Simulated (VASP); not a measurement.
Wanted: the native input for a VASP 6.6.1 run.

| Property | Result |
| --- | --- |
| Task | single point |
| Functional | PBE |
| Potentials or basis | VASP PAW PBE potentials, release 64 (H) |
| Cutoff | 520 eV |
| k mesh | 9 × 9 × 6 |
| Occupations | gaussian, width 0.02 eV |
| Spin | no spin polarisation |
| Dipole correction | no |
| Further INCAR settings | ALGO = Normal; EDIFF = 1e-06; NBANDS = 10 |

The structure of H lies in POSCAR:

```
H
1.0
    3.8401304226      0.0000000000      0.0000000000
   -1.9200652113      3.3256504998      0.0000000000
    0.0000000000      0.0000000000      5.0466615500
H
4
Direct
    0.3333333300      0.6666666700      0.1764958800
    0.6666666700      0.3333333300      0.6764958800
    0.6666666700      0.3333333300      0.8235041200
    0.3468645174      0.6937290447      0.3235041200
```

This cell differs from its parent crystal: one atom moved.

These files were run (other wordings do the same):

INCAR

```
PREC = Accurate
ENCUT = 520
EDIFF = 1E-6
ISMEAR = 0
SIGMA = 0.02
LREAL = F
LASPH = T
NELM = 80
ALGO = Normal
ISIF = 2
LWAVE = F
LCHARG = F
GGA = PE
NBANDS = 10
```

KPOINTS

```
regular mesh
0
Gamma
  9 9 6
```

Potentials or basis: VASP PAW PBE potentials, release 64 (H).

Run with:

```sh
$ cat potpaw_PBE.64/H/POTCAR > POTCAR
$ mpirun -np 1 vasp_std > vasp.out
```

Results of the run:

```yaml
Pressure: 0.1 GPa
Largest_force: 0.299 eV/Å
Band_gap_on_the_k_mesh: 9.37 eV
```

Caveat: the cell differs from its parent crystal (one atom moved); this functional lacks dispersion, which holds the molecules together, so the pressure and a relaxed volume are unreliable; an odd mesh through Γ misses points on the zone boundary, where band edges can lie.

Run time: 60 s on 1 thread of AMD EPYC 7R13 Processor (Zen 3) (shared host), peak memory 0.18 GiB.
